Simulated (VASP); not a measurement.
ZnCu2SnS4:

```
Sn Zn Cu S
1.0
    -2.71710    2.71710    5.42480
     2.71710   -2.71710    5.42480
     2.71710    2.71710   -5.42480
Sn Zn Cu S
1 1 2 4
Direct
  0.50000 0.50000 0.00000
  0.25000 0.75000 0.50000
  0.75000 0.25000 0.50000
  0.00000 0.00000 0.00000
  0.62799 0.62839 0.51280
  0.88481 0.37201 0.00040
  0.11559 0.11519 0.48720
  0.37161 0.88441 0.99960
```

Base run:

```yaml
Program: VASP 6.6.1
Functional: revPBE
Potentials_or_basis: VASP PAW PBE potentials, release 64 (Sn_d, Zn, Cu, S)
Cutoff: 520 eV
k_mesh: 7 × 7 × 7
Occupations: fermi-dirac, width 0.05 eV
Spin: no spin polarisation
```

Its results: band gap on the k mesh 0.38 eV; pressure 3.9 GPa; largest force 0.547 eV/Å.

The run is repeated on the same cell with these changes: functional from revPBE to RPBE. What comes out?

Band gap on the k mesh 0.40 eV; pressure 4.5 GPa; largest force 0.535 eV/Å.

Caveats: the cell stands under pressure; semilocal functionals underestimate gaps, and a narrow one can read as zero; the PAW data sets were made with another functional, which shifts forces and pressure a little; spin-orbit coupling is left out, which moves the levels of the heavy elements.

